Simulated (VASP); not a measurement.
A run of VASP 6.6.1 is set up as follows.

INCAR

```
SYSTEM = BN
PREC = Accurate
ENCUT = 520
EDIFF = 1E-6
ISMEAR = 0
SIGMA = 0.05
LREAL = .FALSE.
LASPH = .TRUE.
NELM = 100
ALGO = Normal
ISIF = 2
LWAVE = .FALSE.
LCHARG = .FALSE.
NBANDS = 11
```

KPOINTS

```
Automatic mesh
0
G
  12 12 12
  0 0 0
```

POSCAR

```
BN
1.0
    0.0000000000      1.8130010000      1.8130010000
    1.8130010000      0.0000000000      1.8130010000
    1.8130010000      1.8130010000      0.0000000000
B N
1 1
Direct
    0.0000000000      0.0000000000      0.0000000000
    0.7500000000      0.7500000000      0.8231287636
```

Potentials or basis: VASP PAW LDA potentials, release 64 (B, N).

Run with:

```sh
$ cat potpaw_LDA.64/B/POTCAR potpaw_LDA.64/N/POTCAR > POTCAR
$ mpirun -np 1 vasp_std > vasp.out
```

**Question.** Predict the band gap on the k mesh.

**Answer.** 2.65 eV, indirect (least direct gap 6.76 eV).

**Question.** Predict the pressure.

**Answer.** -3.2 GPa.

**Question.** What does it give for the largest force?

**Answer.** 4.638 eV/Å.

Stress tensor (GPa, compression positive):
```
-4.08 10.61  2.69
10.61 -4.08  2.69
 2.69  2.69 -1.30
```

Caveat: the cell differs from its parent crystal (all N atoms moved +0.188 Å, as atom 2 along Cartesian [1 1 0]); forces of over 1 eV/Å act on the atoms, so gaps and moduli don't describe the material at rest. A k mesh can miss the band edges.
